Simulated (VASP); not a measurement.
# CaMg (R-3m) in VASP: further runs

CaMg is run at these levels: LDA; tasks: single point, relaxation of cell and atoms.

Everything below comes from runs of VASP 6.6.1. Logs are shortened: lines on timing, memory, paths and dates and some standing lists are left out, and cuts for length are marked.

### Step 1. The cell of the first run

The structure is trigonal, space group R-3m (No. 166). Conventional cell: a = 3.570 Å, b = 3.570 Å, c = 16.345 Å, α = 90.00°, β = 90.00°, γ = 120.00°. Ca (site symmetry -3m) has 6 Mg at 3.42 Å and 6 Ca at 3.57 Å within 4.5 Å. Within 4.5 Å of Mg (site symmetry -3m) lie 6 Ca at 3.42 Å and 6 Mg at 3.57 Å.

### Step 2. Single point, LDA

INCAR

```
SYSTEM = CaMg
PREC     = Accurate       ! precision mode
ENCUT    = 520            ! plane-wave cutoff, eV
EDIFF    = 1E-6           ! SCF threshold, eV
ISMEAR   = -1             ! smearing method
SIGMA    = 0.02           ! smearing width, eV
LREAL    = .False.        ! projectors in reciprocal space
LASPH    = .True.         ! aspherical terms in the spheres
NELM     = 80             ! most SCF steps
ALGO     = Normal         ! electronic algorithm
ISIF     = 2              ! what is computed and relaxed
LWAVE    = .False.        ! write WAVECAR
LCHARG   = .False.        ! write CHGCAR
GGA      = CA             ! functional
NBANDS   = 13             ! bands
```

KPOINTS

```
regular mesh
0
Gamma
  7 7 7
  0 0 0
```

POSCAR

```
CaMg
1.0
    5.8249759870     -0.0205556414     -0.0126688033
    4.7431608174      3.3813005254     -0.0126688033
    4.7431608174      1.5083598695      3.0262525086
Ca Mg
1 1
Direct
    0.0000000000      0.0000000000      0.0000000000
    0.5000000000      0.5000000000      0.5000000000
```

Potentials or basis: VASP PAW LDA potentials, release 64 (Ca_sv, Mg).

Run with:

```sh
$ cat potpaw_LDA.64/Ca_sv/POTCAR potpaw_LDA.64/Mg/POTCAR > POTCAR
$ mpirun -np 1 vasp_std > vasp.out
```

OUTCAR:

```text
SYSTEM = CaMg
   PREC = Accurate
   ENCUT = 520
   EDIFF = 1E-6
   ISMEAR = -1
   LREAL = .False.
   LASPH = .True.
   NELM = 80
   ISIF = 2
   GGA = CA

 ion  position               nearest neighbor table
   1  0.000  0.000  0.000-   2 3.42   2 3.42   2 3.42   2 3.42   2 3.42   2 3.42
   2  0.500  0.500  0.500-   1 3.42   1 3.42   1 3.42   1 3.42   1 3.42   1 3.42

  LATTYP: Found a trigonal (rhomboedric) cell.
 ALAT       =     5.8250260327
 COS(alpha) =     0.8122222102

  Lattice vectors:

 A1 = (   5.8249759870,  -0.0205556414,  -0.0126688033)
 A2 = (   4.7431608174,   3.3813005254,  -0.0126688033)
 A3 = (   4.7431608174,   1.5083598695,   3.0262525086)

Analysis of symmetry for initial positions (statically):
=====================================================================
 Subroutine PRICEL returns:
 Original cell was already a primitive cell.

 Routine SETGRP: Setting up the symmetry group for a
 trigonal (rhombohedral) supercell.

 Subroutine GETGRP returns: Found 12 space group operations
 (whereof 12 operations were pure point group operations)
 out of a pool of 12 trial point group operations.

The static configuration has the point symmetry D_3d.

Analysis of symmetry for dynamics (positions and initial velocities):
=====================================================================
 Subroutine PRICEL returns:
 Original cell was already a primitive cell.

 Routine SETGRP: Setting up the symmetry group for a
 trigonal (rhombohedral) supercell.

 Subroutine GETGRP returns: Found 12 space group operations
 (whereof 12 operations were pure point group operations)
 out of a pool of 12 trial point group operations.

The dynamic configuration has the point symmetry D_3d.

 Subroutine INISYM returns: Found 12 space group operations
 (whereof 12 operations are pure point group operations),
 and found     1 'primitive' translations

----------------------------------------------------------------------------------------

                                     Primitive cell

  volume of cell :      60.1252

  direct lattice vectors                    reciprocal lattice vectors
     5.824975987 -0.020555641 -0.012668803     0.170507184 -0.239734634 -0.147752671
     4.743160817  3.381300525 -0.012668803     0.000716795  0.294185113 -0.147752671
     4.743160817  1.508359870  3.026252509     0.000716795  0.000227946  0.329204618

  length of vectors
     5.825026033  5.825026033  5.825026033     0.329205477  0.329205477  0.329205477

  position of ions in fractional coordinates (direct lattice)
     0.000000000  0.000000000  0.000000000
     0.500000000  0.500000000  0.500000000

  ion indices of the primitive-cell ions
   primitive index   ion index
                 1           1
                 2           2

----------------------------------------------------------------------------------------

 KPOINTS: regular mesh

Automatic generation of k-mesh.
 Grid dimensions read from file:
 generate k-points for:    7    7    7

 Generating k-lattice:

  Cartesian coordinates                     Fractional coordinates (reciprocal lattice)
     0.024358169 -0.034247805 -0.021107524     0.142857143 -0.000000000  0.000000000
     0.000102399  0.042026445 -0.021107524     0.000000000  0.142857143  0.000000000
     0.000102399  0.000032564  0.047029231     0.000000000  0.000000000  0.142857143

  Length of vectors
     0.047029354  0.047029354  0.047029354

  Shift w.r.t. Gamma in fractional coordinates (k-lattice)
     0.000000000  0.000000000  0.000000000

 Subroutine IBZKPT returns following result:
 ===========================================

 Found     44 irreducible k-points:

 Following reciprocal coordinates:
            Coordinates               Weight
  0.000000  0.000000  0.000000      1.000000
  0.142857 -0.000000  0.000000      6.000000
  0.285714  0.000000  0.000000      6.000000
  0.428571  0.000000  0.000000      6.000000
  0.142857  0.142857  0.000000      6.000000
  0.285714  0.142857  0.000000     12.000000
[... 16 lines left out ...]
  0.285714  0.285714  0.142857      6.000000
  0.428571  0.285714  0.142857     12.000000
 [... further k-points ...]
   k-points           NKPTS =     44   k-points in BZ     NKDIM =     44   number of bands    NBANDS=     13
   number of dos      NEDOS =    301   number of ions     NIONS =      2
   total plane-waves  NPLWV = 110592
   dimension x,y,z NGX =    48 NGY =   48 NGZ =   48
   dimension x,y,z NGXF=    96 NGYF=   96 NGZF=   96
   ions per type =               1   1
   NGX,Y,Z   is equivalent  to a cutoff of  13.70, 13.70, 13.70 a.u.
   NGXF,Y,Z  is equivalent  to a cutoff of  27.40, 27.40, 27.40 a.u.
 SYSTEM =  CaMg
   PREC   = accura    normal or accurate (medium, high low for compatibility)
   ISTART =      0    job   : 0-new  1-cont  2-samecut
   ICHARG =      2    charge: 1-file 2-atom 10-const
   ISPIN  =      1    spin polarized calculation?
   LNONCOLLINEAR =      F non collinear calculations
   LSORBIT =      F    spin-orbit coupling
   LASPH  =      T    aspherical Exc in radial PAW
   ENCUT  =  520.0 eV  38.22 Ry    6.18 a.u.  10.83 10.83 10.83*2*pi/ulx,y,z
   NELM   =     80;   NELMIN=  2; NELMDL= -5     # of ELM steps
   EDIFF  = 0.1E-05   stopping-criterion for ELM
   LREAL  =      F    real-space projection
   EDIFFG = 0.1E-04   stopping-criterion for IOM
   NSW    =      0    number of steps for IOM
   IBRION =     -1    ionic relax: 0-MD 1-quasi-New 2-CG
   NFREE  =      0    steps in history (QN), initial steepest desc. (CG)
   ISIF   =      2    stress and relaxation
   ISYM   =      2    0-nonsym 1-usesym 2-fastsym
   POTIM  = 0.5000    time-step for ionic-motion
   TEBEG  =    0.0;   TEEND  =   0.0 temperature during run
   PSTRESS=    0.0 pullay stress
   NELECT =      12.0000    total number of electrons
   NUPDOWN=      -1.0000    fix difference up-down
   EMIN   =  10.00;   EMAX   =-10.00  energy-range for DOS
   EFERMI =   0.00;   METHOD = LEGACY
   ISMEAR =    -1;   SIGMA  =   0.02  broadening in eV -4-tet -1-fermi 0-gaus
   EFERMI_NEDOS =   21; number of points for ismear=-14 and -15
   IALGO  =     38    algorithm
   IMIX   =      4    mixing-type and parameters
     AMIX     =   0.40;   BMIX     =  1.00
     AMIX_MAG =   1.60;   BMIX_MAG =  1.00
  volume/ion in A,a.u.               =      30.06       202.87
  Fermi-wavevector in a.u.,A,eV,Ry     =   0.956716  1.807931 12.453489  0.915306
  Thomas-Fermi vector in A             =   2.085669
   LORBIT       =      0    0 simple, 1 ext, 2 COOP (PROOUT), +10 PAW based schemes
   GGA     = CA    functional components
   LHFCALC =     F    Hartree Fock is set to
   AEXX    =    0.0000 exact exchange contribution
   IVDW    =     0    specifies the selected vdW correction
   LEPSILON=     F    determine dielectric tensor
   LRPA    =     F    only Hartree local field effects (RPA)
 non-spin polarized calculation
  energy-cutoff  :      520.00
  volume of cell :       60.13
 maximum number of plane-waves:      1647
 NGX is ok and might be reduce to    48
   NGX = 21   NGY = 21   NGZ = 21

 number of electron      12.0000000 magnetization

 Free energy of the ion-electron system (eV)
  ---------------------------------------------------
  ext. energy  EPLUGINS =         0.00000000
  ---------------------------------------------------
  free energy    TOTEN  =        -3.96791928 eV

  energy without entropy =       -3.96333001  energy(sigma->0) =       -3.96562465

 E-fermi :   2.2912     XC(G=0):  -8.5010

 val. band max:        2.2506284577   @ k =  -0.1429   0.1429  -0.0000
 cond. band min:       2.2959806692   @ k =  -0.4286   0.1429   0.0000
 fundamental gap:      0.0453522115
 Fermi energy:         2.2911741345

 k-point     1 :       0.0000    0.0000    0.0000
  band No.  band energies     occupation
      1     -38.7453      2.00000
      2     -20.0611      2.00000
      3     -19.9305      2.00000
      4     -19.9305      2.00000
      5      -3.0817      2.00000
      6       1.4862      2.00000
      7       2.0466      1.99999
      8       4.9556      0.00000
      9       4.9556      0.00000
     10       6.2071      0.00000
     11       6.2071      0.00000
     12       7.2458      0.00000
     13      11.5916      0.00000

 k-point     2 :       0.1429   -0.0000    0.0000
  band No.  band energies     occupation
      1     -38.7391      2.00000
      2     -20.0528      2.00000
      3     -19.9850      2.00000
      4     -19.9429      2.00000
      5      -2.7251      2.00000
      6       1.6295      2.00000
      7       2.3341      0.20898
      8       4.5039      0.00000
      9       5.2635      0.00000
     10       6.0217      0.00000
     11       6.0621      0.00000
     12       7.3105      0.00000
     13       9.3765      0.00000

 k-point     3 :       0.2857    0.0000    0.0000
  band No.  band energies     occupation
      1     -38.7252      2.00000
      2     -20.1052      2.00000
      3     -20.0342      2.00000
      4     -19.9707      2.00000
      5      -1.6991      2.00000
      6       1.8831      2.00000
      7       3.1223      0.00000
      8       3.5248      0.00000
      9       5.2366      0.00000
     10       5.6384      0.00000
     11       6.1011      0.00000
     12       7.5285      0.00000
     13       7.6527      0.00000
[... 305 lines left out ...]
 k-point    23 :       0.2857    0.2857    0.1429
  band No.  band energies     occupation
      1     -38.7391      2.00000
      2     -20.0540      2.00000
      3     -19.9849      2.00000
      4     -19.9429      2.00000
      5      -2.4478      2.00000
      6       0.3734      2.00000
      7       3.3701      0.00000
      8       4.5220      0.00000
      9       5.2407      0.00000
     10       5.7233      0.00000
     11       6.1473      0.00000
     12       7.9894      0.00000
     13       9.7663      0.00000

 k-point    24 :       0.4286    0.2857    0.1429
  band No.  band energies     occupation
      1     -38.7290      2.00000
      2     -20.0643      2.00000
      3     -20.0405      2.00000
      4     -19.9710      2.00000
      5      -1.6954      2.00000
      6       0.6721      2.00000
      7       3.6282      0.00000
      8       4.0155      0.00000
      9       5.1820      0.00000
     10       5.7161      0.00000
     11       5.8029      0.00000
     12       7.9376      0.00000
     13       8.7675      0.00000

 [... further k-points ...]
[... 5 lines left out ...]
  --------------------------------------------------------------------------------------
  -------------------------------------------------------------------------------------
  Total       -0.0736217     -0.0693065     -0.0690055     -0.0015266     -0.0002992     -0.0009409
  in kB       -1.9618239     -1.8468359     -1.8388130     -0.0406811     -0.0079732     -0.0250725
  external PRESSURE =      -1.8824909 kB  Pullay stress =       0.0000000 kB

 VOLUME and BASIS-vectors are now :
 -----------------------------------------------------------------------------
  energy-cutoff  :      520.00
  volume of cell :       60.13
      direct lattice vectors                 reciprocal lattice vectors
     5.824975987 -0.020555641 -0.012668803     0.170507184 -0.239734634 -0.147752671
     4.743160817  3.381300525 -0.012668803     0.000716795  0.294185113 -0.147752671
     4.743160817  1.508359870  3.026252509     0.000716795  0.000227946  0.329204618

 POSITION                                       TOTAL-FORCE (eV/Angst)
 -----------------------------------------------------------------------------------
      0.00000      0.00000      0.00000        -0.000000      0.000000      0.000000
      7.65565      2.43455      1.50046         0.000000     -0.000000      0.000000
 -----------------------------------------------------------------------------------
    total drift:                               -0.000000     -0.000000     -0.000000

  FREE ENERGIE OF THE ION-ELECTRON SYSTEM (eV)
  ---------------------------------------------------
  free  energy   TOTEN  =        -3.9679192847 eV

  energy  without entropy=       -3.9633300078  energy(sigma->0) =       -3.96562465
```

Wall time 98 s (1 thread of Intel Xeon 8259CL, shared host); peak memory 0.27 GiB.

Results:

```yaml
Free_energy: -3.9679 eV
Pressure: -0.2 GPa
Band_gap_on_the_k_mesh: zero (bands 6 and 7 overlap by 0.58 eV)
```

### Step 3. Relaxation of cell and atoms, LDA

This run uses another cell than the first one, of 32.74 Å³/atom.

INCAR

```
  PREC = Accurate
  ENCUT = 600
  EDIFF = 1E-7
  ISMEAR = -1
  SIGMA = 0.02
  LREAL = False
  LASPH = True
  NELM = 60
  ALGO = Normal
  ISIF = 3
  LWAVE = False
  LCHARG = False
  GGA = CA
  IBRION = 2
  NSW = 80
  EDIFFG = -0.01
```

KPOINTS

```
regular mesh
0
Gamma
  7 7 7
```

POSCAR

```
CaMg
1.0
    6.0344260000      0.0000000000      0.0000000000
    4.9260116607      3.4854994287      0.0000000000
    4.9260116607      1.5665077765      3.1136409000
Ca Mg
1 1
Direct
    0.0000000000      0.0000000000      0.0000000000
    0.5000000000      0.5000000000      0.5000000000
```

Potentials or basis: VASP PAW LDA potentials, release 64 (Ca_sv, Mg).

Run with:

```sh
$ cat potpaw_LDA.64/Ca_sv/POTCAR potpaw_LDA.64/Mg/POTCAR > POTCAR
$ mpirun -np 1 vasp_std > vasp.out
```

It took 3.8 min on 1 thread of Intel Xeon 8259CL, shared host; peak memory 0.3 GiB.

It converged, with:

* Free energy: -3.9685 eV
* Relaxed volume: 29.91 Å³/atom
* Relaxed cell: a = 5.818 Å, b = 5.818 Å, c = 5.818 Å, α = 35.65°, β = 35.65°, γ = 35.65°
* Space group after relaxing (to 0.1 Å): R-3m (No. 166)
* Energy gained by relaxing: 19.9 meV/atom
* Ionic steps: 3
* Pressure after relaxing: -0.1 GPa
* Band gap on the k mesh: zero (bands 6 and 7 overlap by 0.58 eV)

The path:
```tsv
step	energy change (eV)	largest force (eV/Å)	pressure (GPa)	volume (Å³)
1	0.0000	0.0000	-2.00	65.49
2	-0.0346	0.0000	-0.78	61.70
3	-0.0398	0.0000	-0.05	59.83
```

Final structure:
```
Ca Mg
1.0
     5.81841   -0.01891   -0.01165
     4.73875    3.37616   -0.01165
     4.73875    1.50696    3.02120
Ca Mg
1 1
Direct
  0.00000 0.00000 0.00000
  0.50000 0.50000 0.50000
```

Levels at points of the mesh, in eV from the Fermi level:
```csv
k point,band 3,band 4,band 5,band 6,band 7,band 8,band 9,band 10
"(0.00, 0.00, 0.00)",-22.21,-22.21,-5.39,-0.81,-0.25,2.67,2.67,3.93
```
